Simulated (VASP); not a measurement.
# Si2W (I4/mmm) in VASP: further runs

The runs below take Si2W through electric field gradients, with LDA.

Program: VASP 6.6.1. These are calculated values, not measurements. Logs are shortened: lines on timing, memory, paths and dates and some standing lists are left out, and cuts for length are marked.

**1. The cell of the first run**

The structure is tetragonal, space group I4/mmm (No. 139). Conventional cell: a = 3.212 Å, b = 3.212 Å, c = 7.880 Å, α = 90.00°, β = 90.00°, γ = 90.00°. Within 3.5 Å of Si (site symmetry 4mm) lie 9 Si at 2.62 to 3.21 Å and 5 W at 2.62 Å. Within 3.5 Å of W (site symmetry 4/mmm) lie 10 Si at 2.62 Å and 4 W at 3.21 Å.

**2. Electric field gradients, LDA**

INCAR reads:

```
ALGO     = Normal         # electronic algorithm
EDIFF    = 1E-8           # SCF threshold, eV
ENCUT    = 520            # plane-wave cutoff, eV
GGA      = CA             # functional
ISIF     = 2              # what is computed and relaxed
ISMEAR   = -1             # smearing method
ISYM     = 0            
LASPH    = True           # aspherical terms in the spheres
LCHARG   = False          # write CHGCAR
LEFG     = True         
LREAL    = False          # projectors in reciprocal space
LWAVE    = False          # write WAVECAR
NBANDS   = 18             # bands
NELM     = 60             # most SCF steps
PREC     = Accurate       # precision mode
SIGMA    = 0.05           # smearing width, eV
```

KPOINTS reads:

```
k-points
0
Gamma
  11 11 14
```

POSCAR reads:

```
Si2W
1.0
   -1.6060000000      1.6060000000      3.9400000000
    1.6060000000     -1.6060000000      3.9400000000
    1.6060000000      1.6060000000     -3.9400000000
Si W
2 1
Direct
    0.3330000000      0.3330000000      0.0000000000
    0.6670000000      0.6670000000      0.0000000000
    0.0000000000      0.0000000000      0.0000000000
```

Potentials or basis: VASP PAW LDA potentials, release 64 (Si, W_sv).

Started as:

```console
cat potpaw_LDA.64/Si/POTCAR potpaw_LDA.64/W_sv/POTCAR > POTCAR
mpirun -np 1 vasp_std > vasp.out
```

OUTCAR:

```text
EDIFF = 1E-8
   ENCUT = 520
   GGA = CA
   ISIF = 2
   ISMEAR = -1
   ISYM = 0
   LASPH = True
   LREAL = False
   NELM = 60
   PREC = Accurate

 ion  position               nearest neighbor table
   1  0.333  0.333  0.000-   2 2.62   2 2.62   2 2.62   2 2.62   3 2.62   3 2.62   3 2.62   3 2.62
                             3 2.62   2 2.63
   2  0.667  0.667  0.000-   1 2.62   1 2.62   1 2.62   1 2.62   3 2.62   3 2.62   3 2.62   3 2.62
                             3 2.62   1 2.63
   3  0.000  0.000  0.000-   1 2.62   2 2.62   2 2.62   1 2.62   2 2.62   2 2.62   2 2.62   1 2.62
                             1 2.62   1 2.62

IMPORTANT INFORMATION: All symmetrisations will be switched off!
NOSYMM: (Re-)initialisation of all symmetry stuff for point group C_1.

----------------------------------------------------------------------------------------

                                     Primitive cell

  volume of cell :      40.6488

  direct lattice vectors                    reciprocal lattice vectors
    -1.606000000  1.606000000  3.940000000     0.000000000  0.311332503  0.126903553
     1.606000000 -1.606000000  3.940000000     0.311332503  0.000000000  0.126903553
     1.606000000  1.606000000 -3.940000000     0.311332503  0.311332503  0.000000000

  length of vectors
     4.547754611  4.547754611  4.547754611     0.336202973  0.336202973  0.440290648

  position of ions in fractional coordinates (direct lattice)
     0.333000000  0.333000000  0.000000000
     0.667000000  0.667000000  0.000000000
     0.000000000  0.000000000  0.000000000

  ion indices of the primitive-cell ions
   primitive index   ion index
                 1           1
                 2           2
                 3           3

----------------------------------------------------------------------------------------

 KPOINTS: k-points

Automatic generation of k-mesh.
 Grid dimensions read from file:
 generate k-points for:   11   11   14

 Generating k-lattice:

  Cartesian coordinates                     Fractional coordinates (reciprocal lattice)
     0.000000000  0.028302955  0.011536687     0.090909091  0.000000000  0.000000000
     0.028302955  0.000000000  0.011536687     0.000000000  0.090909091  0.000000000
     0.022238036  0.022238036  0.000000000     0.000000000  0.000000000  0.071428571

  Length of vectors
     0.030563907  0.030563907  0.031449332

  Shift w.r.t. Gamma in fractional coordinates (k-lattice)
     0.000000000  0.000000000  0.000000000

 -----------------------------------------------------------------------------
|                                                                             |
|           W    W    AA    RRRRR   N    N  II  N    N   GGGG   !!!           |
|           W    W   A  A   R    R  NN   N  II  NN   N  G    G  !!!           |
|           W    W  A    A  R    R  N N  N  II  N N  N  G       !!!           |
|           W WW W  AAAAAA  RRRRR   N  N N  II  N  N N  G  GGG   !            |
|           WW  WW  A    A  R   R   N   NN  II  N   NN  G    G                |
|           W    W  A    A  R    R  N    N  II  N    N   GGGG   !!!           |
|                                                                             |
|     Your reciprocal lattice and k-lattice belong to different lattice       |
|     classes:                                                                |
|                                                                             |
|        The reciprocal lattice is body-centered tetragonal,                  |
|        whereas your k-lattice is base-centered monoclinic.                  |
|                                                                             |
|     Results are often still useful ...                                      |
|                                                                             |
 -----------------------------------------------------------------------------

 WARNING: IBZKPT: internal override: KBLOWUP is changed to .FALSE.
      ... skipping the blow-up phase ...

 Subroutine IBZKPT returns following result:
 ===========================================

 Found    848 irreducible k-points:

 Following reciprocal coordinates:
            Coordinates               Weight
[... 36 lines left out ...]
   ICHARG =      2    charge: 1-file 2-atom 10-const
   ISPIN  =      1    spin polarized calculation?
   LNONCOLLINEAR =      F non collinear calculations
   LSORBIT =      F    spin-orbit coupling
   LASPH  =      T    aspherical Exc in radial PAW
   ENCUT  =  520.0 eV  38.22 Ry    6.18 a.u.   8.46  8.46  8.46*2*pi/ulx,y,z
   NELM   =     60;   NELMIN=  2; NELMDL= -5     # of ELM steps
   EDIFF  = 0.1E-07   stopping-criterion for ELM
   LREAL  =      F    real-space projection
   EDIFFG = 0.1E-06   stopping-criterion for IOM
   NSW    =      0    number of steps for IOM
   IBRION =     -1    ionic relax: 0-MD 1-quasi-New 2-CG
   NFREE  =      0    steps in history (QN), initial steepest desc. (CG)
   ISIF   =      2    stress and relaxation
   ISYM   =      0    0-nonsym 1-usesym 2-fastsym
   POTIM  = 0.5000    time-step for ionic-motion
   TEBEG  =    0.0;   TEEND  =   0.0 temperature during run
   PSTRESS=    0.0 pullay stress
   NELECT =      22.0000    total number of electrons
   NUPDOWN=      -1.0000    fix difference up-down
   EMIN   =  10.00;   EMAX   =-10.00  energy-range for DOS
   EFERMI =   0.00;   METHOD = LEGACY
   ISMEAR =    -1;   SIGMA  =   0.05  broadening in eV -4-tet -1-fermi 0-gaus
   EFERMI_NEDOS =   21; number of points for ismear=-14 and -15
   IALGO  =     38    algorithm
   IMIX   =      4    mixing-type and parameters
     AMIX     =   0.40;   BMIX     =  1.00
     AMIX_MAG =   1.60;   BMIX_MAG =  1.00
  volume/ion in A,a.u.               =      13.55        91.44
  Fermi-wavevector in a.u.,A,eV,Ry     =   1.334136  2.521151 24.217250  1.779918
  Thomas-Fermi vector in A             =   2.462940
   LORBIT       =      0    0 simple, 1 ext, 2 COOP (PROOUT), +10 PAW based schemes
   GGA     = CA    functional components
   LHFCALC =     F    Hartree Fock is set to
   AEXX    =    0.0000 exact exchange contribution
   IVDW    =     0    specifies the selected vdW correction
   LEPSILON=     F    determine dielectric tensor
   LRPA    =     F    only Hartree local field effects (RPA)
 non-spin polarized calculation
  energy-cutoff  :      520.00
  volume of cell :       40.65
 maximum number of plane-waves:      1124
 NGX is ok and might be reduce to    36
   NGX = 17   NGY = 17   NGZ = 17

 number of electron      21.9999999 magnetization

 Free energy of the ion-electron system (eV)
  ---------------------------------------------------
  ext. energy  EPLUGINS =         0.00000000
  ---------------------------------------------------
  free energy    TOTEN  =       -27.32932152 eV

  energy without entropy =      -27.32712389  energy(sigma->0) =      -27.32822271

 E-fermi :  11.8327     XC(G=0): -12.6237

 val. band max:       11.8281871663   @ k =   0.2727   0.2727   0.2143
 cond. band min:      11.8356744554   @ k =   0.3636  -0.2727   0.4286
 fundamental gap:      0.0074872890
 Fermi energy:        11.8327444589

 k-point     1 :       0.0000    0.0000    0.0000
  band No.  band energies     occupation
      1     -61.6079      2.00000
      2     -26.1397      2.00000
      3     -26.0892      2.00000
      4     -26.0892      2.00000
      5      -2.1547      2.00000
      6       5.0593      2.00000
[... 481 lines left out ...]
      5       1.4132      2.00000
      6       3.1404      2.00000
[... 10 lines left out ...]
     17      18.9474      0.00000
     18      20.1922      0.00000

 [... further k-points ...]

------------------------ aborting loop because EDIFF is reached ----------------------------------------

  FORCE on cell =-STRESS in cart. coord.  units (eV):
  Direction    XX          YY          ZZ          XY          YZ          ZX
  --------------------------------------------------------------------------------------
  -------------------------------------------------------------------------------------
  Total       -1.3955208     -1.3955209     -2.1809952      0.0115760      0.0004314      0.0004314
  in kB      -55.0046735    -55.0046787    -85.9642728      0.4562708      0.0170039      0.0170033
  external PRESSURE =     -65.3245416 kB  Pullay stress =       0.0000000 kB

 VOLUME and BASIS-vectors are now :
 -----------------------------------------------------------------------------
  energy-cutoff  :      520.00
  volume of cell :       40.65
      direct lattice vectors                 reciprocal lattice vectors
    -1.606000000  1.606000000  3.940000000     0.000000000  0.311332503  0.126903553
     1.606000000 -1.606000000  3.940000000     0.311332503  0.000000000  0.126903553
     1.606000000  1.606000000 -3.940000000     0.311332503  0.311332503  0.000000000

 POSITION                                       TOTAL-FORCE (eV/Angst)
 -----------------------------------------------------------------------------------
      0.00000      0.00000      2.62404        -0.000485     -0.000485      0.316261
      0.00000      0.00000      5.25596         0.000485      0.000485     -0.316261
      0.00000      0.00000      0.00000         0.000000     -0.000000     -0.000000
 -----------------------------------------------------------------------------------
    total drift:                                0.000000     -0.000000     -0.000000

  FREE ENERGIE OF THE ION-ELECTRON SYSTEM (eV)
  ---------------------------------------------------
  free  energy   TOTEN  =       -27.3293215250 eV

  energy  without entropy=      -27.3271238860  energy(sigma->0) =      -27.32822271

 Electric field gradients (V/A^2)
---------------------------------------------------------------------
 ion       V_xx      V_yy      V_zz      V_xy      V_xz      V_yz
---------------------------------------------------------------------
   1       4.672     4.672    -9.344     0.070    -0.001    -0.001
   2       4.672     4.672    -9.344     0.070    -0.001    -0.001
   3      64.414    64.414  -128.829     0.066     0.051     0.051
---------------------------------------------------------------------

 Electric field gradients after diagonalization (V/A^2)
 (convention: |V_zz| > |V_xx| > |V_yy|)
----------------------------------------------------------------------
 ion       V_xx      V_yy      V_zz     asymmetry (V_yy - V_xx)/ V_zz
----------------------------------------------------------------------
   1       4.742     4.602    -9.344       0.015
   2       4.742     4.602    -9.344       0.015
   3      64.481    64.348  -128.829       0.001
----------------------------------------------------------------------

           NMR quadrupolar parameters

 Cq : quadrupolar parameter    Cq=e*Q*V_zz/h
 eta: asymmetry parameters     (V_yy - V_xx)/ V_zz
 Q  : nuclear electric quadrupole moment in mb (millibarn)
----------------------------------------------------------------------
 ion       Cq(MHz)       eta       Q (mb)
----------------------------------------------------------------------
   1      -0.023       0.015       1.000
   2      -0.023       0.015       1.000
   3      -0.312       0.001       1.000
----------------------------------------------------------------------
```

Wall time 18 min (1 thread of Intel Xeon 8259CL, shared host); peak memory 0.65 GiB.

Results:

| Quantity | Value |
| --- | --- |
| Free energy | -27.3293 eV |
| Pressure | -6.5 GPa |
| Largest force | 0.316 eV/Å |
| Band gap on the k mesh | zero (bands 11 and 12 overlap by 1.25 eV) |
| Largest electric field gradient by atom | Si -9.3; W -128.8 V/Å² |

Forces on the atoms (eV/Å):
```
Si   0.000  0.000  0.316
Si   0.000  0.000 -0.316
W    0.000  0.000  0.000
```

Electric field gradients, principal values (V/Å²):
| atom | least | middle | greatest (by size) |
| --- | --- | --- | --- |
| 1 Si | 4.602 | 4.742 | -9.344 |
| 2 Si | 4.602 | 4.742 | -9.344 |
| 3 W | 64.348 | 64.481 | -128.829 |

Caveat: the cell stands under tension; without QUAD_EFG the Cq values of the log hold for a quadrupole moment of 1 mb, not for the nuclei; spin-orbit coupling is left out, which moves the levels of the heavy elements.

**3. Electric field gradients, LDA (13.01 Å³/atom)**

This run uses another cell than the first one, of 13.01 Å³/atom.

INCAR reads:

```
PREC = Accurate
ENCUT = 400
EDIFF = 1E-8
ISMEAR = -1
SIGMA = 0.05
LREAL = False
LASPH = True
NELM = 120
ALGO = Normal
ISIF = 2
LWAVE = False
LCHARG = False
LEFG = True
ISYM = 0
NBANDS = 18
GGA_COMPAT = False
```

KPOINTS reads:

```
Automatic mesh
0
Gamma
  11 11 14
```

POSCAR reads:

```
Si2W
1.0
   -1.5842946366      1.5842946366      3.8867502291
    1.5842946366     -1.5842946366      3.8867502291
    1.5842946366      1.5842946366     -3.8867502291
Si W
2 1
Direct
    0.3330000000      0.3330000000      0.0000000000
    0.6670000000      0.6670000000      0.0000000000
    0.0000000000      0.0000000000      0.0000000000
```

Potentials or basis: VASP PAW LDA potentials, release 64 (Si, W_sv).

Started as:

```console
cat potpaw_LDA.64/Si/POTCAR potpaw_LDA.64/W_sv/POTCAR > POTCAR
mpirun -np 1 vasp_std > vasp.out
```

OUTCAR:

```text
PREC = Accurate
   ENCUT = 400
   EDIFF = 1E-8
   ISMEAR = -1
   LREAL = False
   LASPH = True
   NELM = 120
   ISIF = 2
   ISYM = 0

 ion  position               nearest neighbor table
   1  0.333  0.333  0.000-   2 2.59   2 2.59   2 2.59   2 2.59   3 2.59   3 2.59   3 2.59   3 2.59
                             3 2.59   2 2.60
   2  0.667  0.667  0.000-   1 2.59   1 2.59   1 2.59   1 2.59   3 2.59   3 2.59   3 2.59   3 2.59
                             3 2.59   1 2.60
   3  0.000  0.000  0.000-   1 2.59   2 2.59   2 2.59   1 2.59   2 2.59   2 2.59   2 2.59   1 2.59
                             1 2.59   1 2.59

[... 715 lines left out ...]
 Electric field gradients (V/A^2)
---------------------------------------------------------------------
 ion       V_xx      V_yy      V_zz      V_xy      V_xz      V_yz
---------------------------------------------------------------------
   1       5.160     5.160   -10.320     0.049    -0.004    -0.004
   2       5.160     5.160   -10.320     0.049    -0.004    -0.004
   3      69.753    69.753  -139.507     0.030     0.057     0.057
---------------------------------------------------------------------

 Electric field gradients after diagonalization (V/A^2)
 (convention: |V_zz| > |V_xx| > |V_yy|)
----------------------------------------------------------------------
 ion       V_xx      V_yy      V_zz     asymmetry (V_yy - V_xx)/ V_zz
----------------------------------------------------------------------
   1       5.209     5.111   -10.320       0.010
   2       5.209     5.111   -10.320       0.010
   3      69.783    69.723  -139.507       0.000
----------------------------------------------------------------------

           NMR quadrupolar parameters

 Cq : quadrupolar parameter    Cq=e*Q*V_zz/h
 eta: asymmetry parameters     (V_yy - V_xx)/ V_zz
 Q  : nuclear electric quadrupole moment in mb (millibarn)
----------------------------------------------------------------------
 ion       Cq(MHz)       eta       Q (mb)
----------------------------------------------------------------------
   1      -0.025       0.010       1.000
   2      -0.025       0.010       1.000
   3      -0.337       0.000       1.000
----------------------------------------------------------------------
```

It took 12 min on 1 thread of Intel Xeon 8259CL, shared host; peak memory 0.48 GiB.

What came out:

* Free energy: -27.3471 eV
* Pressure: 3.0 GPa
* Largest force: 0.232 eV/Å
* Band gap on the k mesh: zero (bands 11 and 12 overlap by 1.32 eV)
* Largest electric field gradient by atom: Si -10.3; W -139.5 V/Å²

Forces on the atoms (eV/Å):
```
Si   0.000  0.000  0.232
Si   0.000  0.000 -0.232
W    0.000  0.000  0.000
```

Electric field gradients, principal values (V/Å²):
| atom | least | middle | greatest (by size) |
| --- | --- | --- | --- |
| 1 Si | 5.111 | 5.209 | -10.320 |
| 2 Si | 5.111 | 5.209 | -10.320 |
| 3 W | 69.723 | 69.783 | -139.507 |

Caveat: without QUAD_EFG the Cq values of the log hold for a quadrupole moment of 1 mb, not for the nuclei; spin-orbit coupling is left out, which moves the levels of the heavy elements.

(Part 1 of 2 ends here.)
